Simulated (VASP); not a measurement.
# Zn3In4O: relaxation of cell and atoms with PBE

Crystal: Zn3In4O.

```xyz
8
Lattice="3.3928 0.0339 0.0333 -1.6670 2.9952 -0.0353 0.1542 -0.0997 16.3495" Properties=species:S:1:pos:R:3 pbc="T T T"
Zn    3.4475   -0.0878    8.1269
Zn    1.7085    0.9469    3.8710
Zn    0.1837    1.9188   12.6066
In    0.0616    1.9981    6.0047
In    1.7777    0.9418   10.3162
In    1.8435    0.9947   14.7742
In    0.0282    2.0241    1.5669
O     3.4517    0.0697    0.0175
```

```json
{
 "Program": "VASP 6.6.1",
 "Task": "relaxation of cell and atoms",
 "Functional": "PBE",
 "Potentials or basis": "VASP PAW PBE potentials, release 64 (Zn, In_d, O)",
 "Cutoff": "600 eV",
 "k mesh": "6 × 6 × 2",
 "Occupations": "gaussian, width 0.2 eV",
 "Spin": "no spin polarisation",
 "Dipole correction": "no",
 "Further INCAR settings": "ALGO = Normal; EDIFF = 1e-06; IBRION = 2; EDIFFG = -0.025; NSW = 80; ISIF = 3"
}
```

* Relaxed volume: 20.11 Å³/atom
* Relaxed cell: a = 3.419 Å, b = 3.419 Å, c = 15.879 Å, α = 90.02°, β = 89.96°, γ = 119.93°
* Space group after relaxing (to 0.1 Å): Cm (No. 8)
* Energy gained by relaxing: 19.2 meV/atom
* Ionic steps: 12
* Pressure after relaxing: 0.0 GPa
* Largest force after relaxing: 0.017 eV/Å
* Band gap on the k mesh: zero (bands 47 and 48 overlap by 3.58 eV)

Forces on the atoms (eV/Å):
```
Zn   0.006  0.007 -0.007
Zn   0.003  0.006  0.008
Zn  -0.010  0.002 -0.001
In   0.000 -0.002  0.002
In   0.005  0.006 -0.005
In  -0.005 -0.016  0.005
In  -0.001 -0.004 -0.001
O    0.003  0.001 -0.001
```

Step by step:
| step | energy change (eV) | largest force (eV/Å) | pressure (GPa) | volume (Å³) |
| --- | --- | --- | --- | --- |
| 1 | 0.0000 | 0.4646 | -2.01 | 167.04 |
| 2 | -0.0899 | 0.3605 | 0.05 | 160.78 |
| 3 | -0.0935 | 0.3709 | 0.60 | 159.34 |
| 4 | -0.1174 | 0.3014 | 0.37 | 159.98 |
| 5 | -0.1379 | 0.1535 | -0.06 | 161.31 |
| 6 | -0.1443 | 0.0994 | -0.08 | 161.21 |
| 7 | -0.1474 | 0.1032 | -0.14 | 161.07 |
| 8 | -0.1507 | 0.0715 | 0.13 | 160.24 |
| 9 | -0.1511 | 0.0501 | 0.32 | 159.72 |
| 10 | -0.1531 | 0.0371 | 0.03 | 160.70 |
| 11 | -0.1531 | 0.0386 | 0.02 | 160.72 |
| 12 | -0.1535 | 0.0174 | 0.02 | 160.87 |

Final structure:
```xyz
8
Lattice="3.4194 0.0024 0.0008 -1.7076 2.9617 -0.0002 0.0068 -0.0010 15.8787" Properties=species:S:1:pos:R:3 pbc="T T T"
Zn    1.6970    2.9364    7.9452
Zn    1.6963    0.9842    3.6080
Zn    0.0211    1.9830   12.2772
In   -0.0159    1.9576    5.7825
In    1.7000    0.9600   10.1036
In    1.7262    1.0217   14.3796
In   -0.0188    1.9835    1.5038
O     0.0716    0.0256   15.8566
```

Levels at points of the mesh, in eV from the Fermi level:
```csv
k point,band 45,band 46,band 47,band 48,band 49,band 50
"(0.00, 0.00, 0.00)",-2.13,-1.64,2.26,2.41,7.19,7.21
"(0.50, 0.00, 0.00)",-2.93,-2.64,-1.05,-0.50,-0.38,0.91
"(0.00, 0.50, 0.00)",-2.94,-2.65,-1.05,-0.46,-0.40,0.91
"(0.50, 0.50, 0.00)",-2.93,-2.65,-1.05,-0.45,-0.38,0.91
"(0.00, 0.00, 0.50)",-3.22,-0.51,0.75,4.63,4.68,7.13
"(0.50, 0.00, 0.50)",-2.21,-2.09,-1.80,-1.14,0.63,1.14
"(0.00, 0.50, 0.50)",-2.19,-2.09,-1.81,-1.13,0.63,1.16
"(0.50, 0.50, 0.50)",-2.18,-2.09,-1.81,-1.12,0.64,1.16
```

Run time: 50 min on 1 thread of AMD EPYC 9R45 96-Core Processor (Zen 5), on a shared host, peak memory 0.56 GiB.

Caveat: spin-orbit coupling is left out, which moves the levels of the heavy elements.
